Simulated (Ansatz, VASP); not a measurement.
Two plane-wave programs on GaSb

```xyz
2
Lattice="0.0000 3.0590 3.2119 3.0590 0.0000 3.2119 3.0590 3.0590 0.0000" Properties=species:S:1:pos:R:3 pbc="T T T"
Ga    0.0000    0.0000    0.0000
Sb    4.5885    4.5885    4.8179
```

Change from the starting cell: strain +0.000 along x and y, +0.050 along z, atoms carried along.

Alike in both runs: task single point; functional r2SCAN; k mesh 10 × 10 × 10; occupations gaussian, width 0.05 eV; no spin polarisation.

|  | VASP | Ansatz |
| --- | --- | --- |
| version | VASP 6.6.1 | Ansatz 0.2.0 |
| potentials or method | VASP PAW PBE potentials, release 64 (Ga_d, Sb), cutoff 520 eV | scalar-relativistic, plane waves, PAW |
| valence electrons in the cell | 18 | 28 |

Ansatz gave:

- gap on the k mesh at the Fermi level (eV): none
- pressure (GPa): -2.0
- traceless stress, the component that is largest in VASP (GPa): -1.69

Question: Estimate VASP's values.

Answer: gap on the k mesh at the Fermi level (eV): none; pressure (GPa): -1.9; traceless stress, the component that is largest in VASP (GPa): -1.68.

VASP's potentials were made for PBE, not for r2SCAN. A gap of «none» marks a metal or a gap that the smearing closes. VASP's potentials hold 18 valence electrons a cell and Ansatz's 28, so a difference there can come from the potentials and not from the codes.

Spin-orbit coupling is off throughout.
